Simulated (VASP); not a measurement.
# Au (P6_3/mmc) in VASP: a series of runs

The runs below take Au through single point, with PBEsol.

Program: VASP 6.6.1. These are calculated values, not measurements. Logs are shortened: lines on timing, memory, paths and dates and some standing lists are left out, and cuts for length are marked.

### 1 The cell of the first run

It takes space group P6_3/mmc (No. 194, hexagonal). Conventional cell: a = 2.745 Å, b = 2.745 Å, c = 4.491 Å, α = 90.00°, β = 90.00°, γ = 120.00°. Au (site symmetry -6m2) has 12 Au at 2.74 to 2.75 Å within 3.6 Å.

### 2 Single point, PBEsol

INCAR

```
SYSTEM = Au
PREC     = Accurate       ! precision mode
ENCUT    = 520            ! plane-wave cutoff, eV
EDIFF    = 1E-6           ! SCF threshold, eV
ISMEAR   = 0              ! smearing method
SIGMA    = 0.1            ! smearing width, eV
LREAL    = .FALSE.        ! projectors in reciprocal space
LASPH    = .TRUE.         ! aspherical terms in the spheres
NELM     = 80             ! most SCF steps
ALGO     = Fast           ! electronic algorithm
ISIF     = 2              ! what is computed and relaxed
LWAVE    = .FALSE.        ! write WAVECAR
LCHARG   = .FALSE.        ! write CHGCAR
GGA      = PS             ! functional
NBANDS   = 18             ! bands
```

KPOINTS

```
regular mesh
0
G
  6 6 4
  0 0 0
```

POSCAR

```
Au
1.0
    2.7449093946      0.0000000000      0.0000000000
   -1.3724546973      2.3771612668      0.0000000000
    0.0000000000      0.0000000000      4.4910879075
Au
2
Direct
    0.3333333333      0.6666666667      0.2500000000
    0.6666666667      0.3333333333      0.7500000000
```

Potentials or basis: VASP PAW PBE potentials, release 64 (Au).

Run with:

```console
cat potpaw_PBE.64/Au/POTCAR > POTCAR
mpirun -np 1 vasp_std > vasp.out
```

OUTCAR:

```text
SYSTEM = Au
   PREC = Accurate
   ENCUT = 520
   EDIFF = 1E-6
   ISMEAR = 0
   LREAL = .FALSE.
   LASPH = .TRUE.
   NELM = 80
   ISIF = 2
   GGA = PS

 ion  position               nearest neighbor table
   1  0.333  0.667  0.250-   2 2.75   2 2.75   2 2.75   2 2.75   2 2.75   2 2.75
   2  0.667  0.333  0.750-   1 2.75   1 2.75   1 2.75   1 2.75   1 2.75   1 2.75

  LATTYP: Found a hexagonal cell.
 ALAT       =     2.7449093946
 C/A-ratio  =     1.6361516035

  Lattice vectors:

 A1 = (   2.7449093946,   0.0000000000,   0.0000000000)
 A2 = (  -1.3724546973,   2.3771612668,   0.0000000000)
 A3 = (   0.0000000000,   0.0000000000,   4.4910879075)

Analysis of symmetry for initial positions (statically):
=====================================================================
 Subroutine PRICEL returns:
 Original cell was already a primitive cell.

 Routine SETGRP: Setting up the symmetry group for a
 hexagonal supercell.

 Subroutine GETGRP returns: Found 24 space group operations
 (whereof 12 operations were pure point group operations)
 out of a pool of 24 trial point group operations.

The static configuration has the point symmetry D_3d.
 The point group associated with its full space group is D_6h.

Analysis of symmetry for dynamics (positions and initial velocities):
=====================================================================
 Subroutine PRICEL returns:
 Original cell was already a primitive cell.

 Routine SETGRP: Setting up the symmetry group for a
 hexagonal supercell.

 Subroutine GETGRP returns: Found 24 space group operations
 (whereof 12 operations were pure point group operations)
 out of a pool of 24 trial point group operations.

The dynamic configuration has the point symmetry D_3d.
 The point group associated with its full space group is D_6h.

 Subroutine INISYM returns: Found 24 space group operations
 (whereof 12 operations are pure point group operations),
 and found     1 'primitive' translations

----------------------------------------------------------------------------------------

                                     Primitive cell

  volume of cell :      29.3048

  direct lattice vectors                    reciprocal lattice vectors
     2.744909395  0.000000000  0.000000000     0.364310750  0.210334910  0.000000000
    -1.372454697  2.377161267  0.000000000     0.000000000  0.420669819  0.000000000
     0.000000000  0.000000000  4.491087907     0.000000000  0.000000000  0.222663199

  length of vectors
     2.744909395  2.744909395  4.491087907     0.420669819  0.420669819  0.222663199

  position of ions in fractional coordinates (direct lattice)
     0.333333333  0.666666667  0.250000000
     0.666666667  0.333333333  0.750000000

  ion indices of the primitive-cell ions
   primitive index   ion index
                 1           1
                 2           2

----------------------------------------------------------------------------------------

 KPOINTS: regular mesh

Automatic generation of k-mesh.
 Grid dimensions read from file:
 generate k-points for:    6    6    4

 Generating k-lattice:

  Cartesian coordinates                     Fractional coordinates (reciprocal lattice)
     0.060718458  0.035055818  0.000000000     0.166666667 -0.000000000  0.000000000
     0.000000000  0.070111637  0.000000000     0.000000000  0.166666667  0.000000000
     0.000000000  0.000000000  0.055665800     0.000000000  0.000000000  0.250000000

  Length of vectors
     0.070111637  0.070111637  0.055665800

  Shift w.r.t. Gamma in fractional coordinates (k-lattice)
     0.000000000  0.000000000  0.000000000

 Subroutine IBZKPT returns following result:
 ===========================================

 Found     21 irreducible k-points:

 Following reciprocal coordinates:
            Coordinates               Weight
  0.000000  0.000000  0.000000      1.000000
  0.166667  0.000000  0.000000      6.000000
  0.333333  0.000000  0.000000      6.000000
  0.500000 -0.000000  0.000000      3.000000
  0.166667  0.166667  0.000000      6.000000
  0.333333  0.166667  0.000000     12.000000
[... 13 lines left out ...]
  0.333333  0.166667  0.500000     12.000000
  0.333333  0.333333  0.500000      2.000000
   k-points           NKPTS =     21   k-points in BZ     NKDIM =     21   number of bands    NBANDS=     18
   number of dos      NEDOS =    301   number of ions     NIONS =      2
   total plane-waves  NPLWV =  14400
   dimension x,y,z NGX =    20 NGY =   20 NGZ =   36
   dimension x,y,z NGXF=    40 NGYF=   40 NGZF=   72
   ions per type =               2
   NGX,Y,Z   is equivalent  to a cutoff of  12.11, 12.11, 13.33 a.u.
   NGXF,Y,Z  is equivalent  to a cutoff of  24.23, 24.23, 26.65 a.u.
 SYSTEM =  Au
   PREC   = accura    normal or accurate (medium, high low for compatibility)
   ISTART =      0    job   : 0-new  1-cont  2-samecut
   ICHARG =      2    charge: 1-file 2-atom 10-const
   ISPIN  =      1    spin polarized calculation?
   LNONCOLLINEAR =      F non collinear calculations
   LSORBIT =      F    spin-orbit coupling
   LASPH  =      T    aspherical Exc in radial PAW
   ENCUT  =  520.0 eV  38.22 Ry    6.18 a.u.   5.10  5.10  8.35*2*pi/ulx,y,z
   NELM   =     80;   NELMIN=  2; NELMDL= -5     # of ELM steps
   EDIFF  = 0.1E-05   stopping-criterion for ELM
   LREAL  =      F    real-space projection
   EDIFFG = 0.1E-04   stopping-criterion for IOM
   NSW    =      0    number of steps for IOM
   IBRION =     -1    ionic relax: 0-MD 1-quasi-New 2-CG
   NFREE  =      0    steps in history (QN), initial steepest desc. (CG)
   ISIF   =      2    stress and relaxation
   ISYM   =      2    0-nonsym 1-usesym 2-fastsym
   POTIM  = 0.5000    time-step for ionic-motion
   TEBEG  =    0.0;   TEEND  =   0.0 temperature during run
   PSTRESS=    0.0 pullay stress
   NELECT =      22.0000    total number of electrons
   NUPDOWN=      -1.0000    fix difference up-down
   EMIN   =  10.00;   EMAX   =-10.00  energy-range for DOS
   EFERMI =   0.00;   METHOD = LEGACY
   ISMEAR =     0;   SIGMA  =   0.10  broadening in eV -4-tet -1-fermi 0-gaus
   EFERMI_NEDOS =   21; number of points for ismear=-14 and -15
   IALGO  =     68    algorithm
   IMIX   =      4    mixing-type and parameters
     AMIX     =   0.40;   BMIX     =  1.00
     AMIX_MAG =   1.60;   BMIX_MAG =  1.00
  volume/ion in A,a.u.               =      14.65        98.88
  Fermi-wavevector in a.u.,A,eV,Ry     =   1.487886  2.811697 30.120642  2.213805
  Thomas-Fermi vector in A             =   2.600990
   LORBIT       =      0    0 simple, 1 ext, 2 COOP (PROOUT), +10 PAW based schemes
   GGA     = PS    functional components
   LHFCALC =     F    Hartree Fock is set to
   AEXX    =    0.0000 exact exchange contribution
   IVDW    =     0    specifies the selected vdW correction
   LEPSILON=     F    determine dielectric tensor
   LRPA    =     F    only Hartree local field effects (RPA)
 non-spin polarized calculation
 RMM-DIIS sequential band-by-band and
 Gauss-broadening in eV      SIGMA  =   0.10
  energy-cutoff  :      520.00
  volume of cell :       29.30
 maximum number of plane-waves:       803
   NGX = 11   NGY = 11   NGZ = 17

 number of electron      22.0000000 magnetization

 Free energy of the ion-electron system (eV)
  ---------------------------------------------------
  ext. energy  EPLUGINS =         0.00000000
  ---------------------------------------------------
  free energy    TOTEN  =        -7.23713711 eV

  energy without entropy =       -7.22563546  energy(sigma->0) =       -7.23138628

 E-fermi :  12.0858     XC(G=0): -13.7959

 val. band max:       12.0716437856   @ k =   0.3333   0.1667   0.2500
 cond. band min:      12.1124171855   @ k =   0.5000  -0.0000   0.5000
 fundamental gap:      0.0407733999
 Fermi energy:        12.0858456080

 k-point     1 :       0.0000    0.0000    0.0000
  band No.  band energies     occupation
      1       0.3788      2.00000
      2       3.1405      2.00000
      3       6.3895      2.00000
      4       6.5609      2.00000
      5       6.5609      2.00000
      6       7.0216      2.00000
[... 10 lines left out ...]
     17      31.7041      0.00000
     18      31.7041      0.00000

 k-point     2 :       0.1667    0.0000    0.0000
  band No.  band energies     occupation
      1       1.3258      2.00000
      2       3.8504      2.00000
      3       5.8422      2.00000
      4       6.6309      2.00000
      5       6.6459      2.00000
      6       7.2244      2.00000
[... 10 lines left out ...]
     17      28.8770      0.00000
     18      29.8407      0.00000

 k-point     3 :       0.3333    0.0000    0.0000
  band No.  band energies     occupation
      1       3.2168      2.00000
      2       4.0363      2.00000
      3       4.8920      2.00000
      4       6.2625      2.00000
      5       6.6640      2.00000
      6       6.7488      2.00000
[... 10 lines left out ...]
     17      26.3380      0.00000
     18      28.8882      0.00000

 k-point     4 :       0.5000   -0.0000    0.0000
  band No.  band energies     occupation
      1       3.6561      2.00000
      2       3.7654      2.00000
      3       4.2560      2.00000
      4       6.3987      2.00000
      5       6.8391      2.00000
      6       7.2293      2.00000
[... 312 lines left out ...]
      4       5.5010      2.00000
      5       6.0874      2.00000
      6       6.0874      2.00000
[... 10 lines left out ...]
     17      26.4402      0.00000
     18      26.4402      0.00000

 k-point    20 :       0.3333    0.1667    0.5000
  band No.  band energies     occupation
      1       4.0653      2.00000
      2       4.0653      2.00000
      3       5.3304      2.00000
      4       5.3304      2.00000
      5       6.9669      2.00000
      6       6.9669      2.00000
[... 10 lines left out ...]
     17      27.0334      0.00000
     18      27.0334      0.00000

 k-point    21 :       0.3333    0.3333    0.5000
  band No.  band energies     occupation
      1       4.7135      2.00000
      2       4.7135      2.00000
      3       5.4930      2.00000
      4       5.4930      2.00000
      5       6.4573      2.00000
      6       6.4573      2.00000
[... 10 lines left out ...]
     17      29.4463      0.00000
     18      29.4463      0.00000

------------------------ aborting loop because EDIFF is reached ----------------------------------------

  FORCE on cell =-STRESS in cart. coord.  units (eV):
  Direction    XX          YY          ZZ          XY          YZ          ZX
  --------------------------------------------------------------------------------------
  -------------------------------------------------------------------------------------
  Total        7.4850984      7.4850984      7.1614748      0.0000000     -0.0000000      0.0000000
  in kB      409.2322763    409.2322763    391.5388253      0.0000000     -0.0000000      0.0000000
  external PRESSURE =     403.3344593 kB  Pullay stress =       0.0000000 kB

 VOLUME and BASIS-vectors are now :
 -----------------------------------------------------------------------------
  energy-cutoff  :      520.00
  volume of cell :       29.30
      direct lattice vectors                 reciprocal lattice vectors
     2.744909395  0.000000000  0.000000000     0.364310750  0.210334910  0.000000000
    -1.372454697  2.377161267  0.000000000     0.000000000  0.420669819  0.000000000
     0.000000000  0.000000000  4.491087907     0.000000000  0.000000000  0.222663199

 POSITION                                       TOTAL-FORCE (eV/Angst)
 -----------------------------------------------------------------------------------
     -0.00000      1.58477      1.12277        -0.000000      0.000000      0.000000
      1.37245      0.79239      3.36832         0.000000      0.000000      0.000000
 -----------------------------------------------------------------------------------
    total drift:                               -0.000000      0.000000     -0.000000

  FREE ENERGIE OF THE ION-ELECTRON SYSTEM (eV)
  ---------------------------------------------------
  free  energy   TOTEN  =        -7.2371371137 eV

  energy  without entropy=       -7.2256354552  energy(sigma->0) =       -7.23138628
```

Run time: 8.4 s. Hardware: 1 thread of Intel Xeon Platinum 8488C (Sapphire Rapids), shared host; peak memory 0.14 GiB.

Results:

| Item | Value |
| --- | --- |
| Free energy | -7.2371 eV |
| Pressure | 40.3 GPa |
| Band gap on the k mesh | zero (band 11 reaches 16.92 eV, above the bottom of band 12 at 9.06 eV) |

Stress tensor (GPa, compression positive):
```
40.92  0.00  0.00
 0.00 40.92  0.00
 0.00  0.00 39.15
```

Levels at points of the mesh, in eV from the Fermi level:
```
           k point  band 8  band 9  band 10  band 11  band 12  band 13  band 14  band 15
(0.00, 0.00, 0.00)   -4.38   -4.38    -2.43    -2.43    -1.85     3.81    14.12    15.99
(0.50, 0.00, 0.00)   -2.11   -2.00    -1.83     0.29     1.78     6.28     7.99     8.61
(0.00, 0.00, 0.50)   -5.61   -3.02    -3.02    -3.02    -3.02    12.11    12.11    14.67
(0.50, 0.00, 0.50)   -2.88   -1.94    -1.94     0.03     0.03     4.74     4.74    14.11
```

Caveat: the k points lie up to 0.44 Å⁻¹ apart; the PAW data sets were made with another functional, which shifts forces and pressure a little; spin-orbit coupling is left out, which moves the levels of the heavy elements.

### 3 Single point, PBEsol

This run uses another cell than the first one, of 17.03 Å³/atom, 1.162 times its volume.

INCAR

```
SYSTEM = Au
  PREC = Accurate
  ENCUT = 520
  EDIFF = 1E-7
  ISMEAR = 0
  SIGMA = 0.1
  LREAL = .False.
  LASPH = .True.
  NELM = 80
  ALGO = Normal
  ISIF = 2
  LWAVE = .False.
  LCHARG = .False.
  GGA = PS
  NBANDS = 18
```

KPOINTS

```
Automatic mesh
0
Gamma
  12 12 4
  0 0 0
```

POSCAR

```
Au
1.0
    2.8739572558      0.0000000000      0.0000000000
   -1.4369786279      2.4889199929      0.0000000000
    0.0000000000      0.0000000000      4.7624678114
Au
2
Direct
    0.3333333333      0.6666666667      0.2500000000
    0.6666666667      0.3333333333      0.7500000000
```

Potentials or basis: VASP PAW PBE potentials, release 64 (Au).

Run with:

```console
cat potpaw_PBE.64/Au/POTCAR > POTCAR
mpirun -np 1 vasp_std > vasp.out
```

Wall time 15 s (1 thread of Intel Xeon Platinum 8488C (Sapphire Rapids), shared host); peak memory 0.17 GiB.

The run converged. Its results:

```
Free energy            : -7.8227 eV
Pressure               : -0.4 GPa
Band gap on the k mesh : zero (band 11 reaches 13.54 eV, above the bottom of band 12 at 6.64 eV)
```

Stress tensor (GPa, compression positive):
```
-0.59  0.00  0.00
 0.00 -0.59  0.00
 0.00  0.00  0.11
```

Levels at points of the mesh, in eV from the Fermi level:
```
           k point  band 8  band 9  band 10  band 11  band 12  band 13  band 14  band 15
(0.00, 0.00, 0.00)   -3.55   -3.55    -2.10    -2.10    -1.05     2.91    14.55    15.99
(0.50, 0.00, 0.00)   -1.83   -1.83    -1.63     0.39     1.57     5.87     7.41     7.48
(0.00, 0.00, 0.50)   -4.55   -2.57    -2.57    -2.57    -2.57    10.97    10.97    14.86
(0.50, 0.00, 0.50)   -2.35   -1.71    -1.71     0.47     0.47     4.00     4.00    13.46
```

Caveat: the PAW data sets were made with another functional, which shifts forces and pressure a little; spin-orbit coupling is left out, which moves the levels of the heavy elements.

(Continued in part 2 of 2.)
